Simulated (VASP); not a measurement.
Cu36B (a cell with a defect): single point with PBE

Crystal: Cu36B (a cell with a defect).

```
CELL_PARAMETERS angstrom
0.00000 5.44553 5.44553
5.44553 0.00000 5.44553
7.26070 7.26070 0.00000
ATOMIC_POSITIONS crystal
Cu 0.00078 0.99998 0.00021
Cu 0.00159 0.00090 0.25084
Cu 0.00030 0.99972 0.49891
Cu 0.00120 0.00053 0.74951
Cu 0.00949 0.33157 0.99450
Cu 0.00451 0.33537 0.24651
Cu 0.99887 0.33266 0.50031
Cu 0.99733 0.33294 0.75444
Cu 0.00462 0.66757 0.99528
Cu 0.00304 0.66789 0.24943
Cu 0.99752 0.66515 0.50321
Cu 0.99247 0.66896 0.75521
Cu 0.33235 0.00871 0.99449
Cu 0.33635 0.00350 0.24648
Cu 0.33322 0.99832 0.50028
Cu 0.33359 0.99671 0.75440
Cu 0.33389 0.33305 0.99921
Cu 0.33662 0.33576 0.24789
Cu 0.32018 0.31969 0.51136
Cu 0.33513 0.33450 0.74873
Cu 0.33478 0.66675 0.99784
Cu 0.32845 0.68544 0.23602
Cu 0.31561 0.67290 0.51362
Cu 0.33443 0.66655 0.75180
Cu 0.66842 0.00376 0.99530
Cu 0.66871 0.00223 0.24945
Cu 0.66566 0.99705 0.50319
Cu 0.66959 0.99193 0.75512
Cu 0.66753 0.33396 0.99791
Cu 0.68627 0.32783 0.23608
Cu 0.67348 0.31529 0.51350
Cu 0.66718 0.33376 0.75182
Cu 0.66682 0.66614 0.00089
Cu 0.68177 0.68066 0.23846
Cu 0.66534 0.66480 0.50184
Cu 0.66810 0.66747 0.75046
B 0.50073 0.50037 0.37488
```

```yaml
Program: VASP 6.6.1
Task: single point
Functional: PBE
Potentials_or_basis: VASP PAW PBE potentials, release 64 (Cu, B)
Cutoff: 520 eV
k_mesh: 1 × 1 × 1
Occupations: methfessel-paxton, width 0.1 eV
Spin: no spin polarisation
```

The pressure is 1.1 GPa. The largest force is 0.024 eV/Å.

Forces on the atoms (eV/Å):
```
Cu  -0.001 -0.001  0.001
Cu   0.002  0.002  0.004
Cu  -0.003 -0.003 -0.004
Cu   0.002  0.002 -0.001
Cu  -0.002 -0.004  0.004
Cu   0.005 -0.001 -0.007
Cu   0.000 -0.002  0.002
Cu   0.006  0.009  0.001
Cu  -0.004 -0.008 -0.002
Cu   0.000  0.001 -0.001
Cu  -0.006  0.000  0.007
Cu   0.003  0.003 -0.005
Cu  -0.004 -0.003  0.005
Cu   0.001  0.004 -0.008
Cu  -0.002  0.001  0.001
Cu   0.009  0.006  0.001
Cu  -0.005 -0.005  0.000
Cu   0.007  0.006  0.009
Cu   0.003  0.003 -0.016
Cu   0.006  0.007 -0.002
Cu  -0.004  0.003  0.005
Cu   0.003 -0.024  0.000
Cu   0.022  0.000  0.000
Cu  -0.003  0.004 -0.004
Cu  -0.007 -0.005 -0.002
Cu   0.002 -0.001  0.000
Cu   0.000 -0.004  0.007
Cu   0.004  0.004 -0.006
Cu   0.004 -0.004  0.005
Cu  -0.022  0.000 -0.001
Cu  -0.002  0.023 -0.002
Cu   0.005 -0.003 -0.004
Cu  -0.006 -0.006  0.001
Cu  -0.003 -0.006  0.017
Cu  -0.007 -0.007 -0.008
Cu   0.006  0.006  0.001
B   -0.006  0.001  0.002
```

Stress tensor (GPa, compression positive):
```
 1.58  5.17 -1.39
 5.17  1.57 -1.36
-1.39 -1.36  0.14
```

Levels at points of the mesh, in eV from the Fermi level:
```
           k point  band 196  band 197  band 198  band 199  band 200  band 201  band 202  band 203  band 204  band 205
(0.00, 0.00, 0.00)     -1.57     -1.00     -0.85     -0.06     -0.01      0.39      0.48      0.62      0.68      0.70
```

It took 4.6 min on 1 thread of Intel(R) Xeon(R) Platinum 8488C (Sapphire Rapids), with other jobs on the host, peak memory 0.61 GiB.

Caveat: the k points lie up to 1.00 Å⁻¹ apart.
